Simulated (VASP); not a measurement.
Runs of VASP 6.6.1 on Al2GaAs3. The structure is that of space group I-4m2 (No. 119), or close to it. The cells are those of the table. 

| task | cell | k mesh | smearing | gap on the mesh (eV) | pressure (GPa) | largest force (eV/Å) |
| --- | --- | --- | --- | --- | --- | --- |
| single point | a = 9.064 Å, angles 154.1, 154.1, 36.9°, 6 atoms | 10 × 10 × 10 | gaussian 0.02 eV | 1.11 | 0.2 | - |
| relaxation of cell and atoms | relaxed from a = 8.617 Å, angles 154.2, 154.2, 36.9°, 6 atoms | 6 × 6 × 6 | gaussian 0.1 eV | 1.11 | 0.1 | 0.03 |
| single point | a = 8.617 Å, angles 154.2, 154.2, 36.9°, 6 atoms | 6 × 6 × 6 | gaussian 0.1 eV | 1.19 | (a) | 0.10 |
| single point | a = 9.046 Å, angles 154.1, 154.1, 37.0°, 6 atoms | 6 × 6 × 6 | gaussian 0.1 eV | 1.12 | 0.2 | - |

Alike in all rows: level PBE; potentials or basis VASP PAW PBE potentials, release 64 (Al, Ga_d, As); no spin polarisation; cutoff (eV) 500.

Problem. Fill in the values left out.

Solution. (a) 14.2.

Caveats: the cell stands under pressure (at least some runs).

A k mesh can miss the band edges, and the runs leave out spin-orbit coupling on As, Ga.
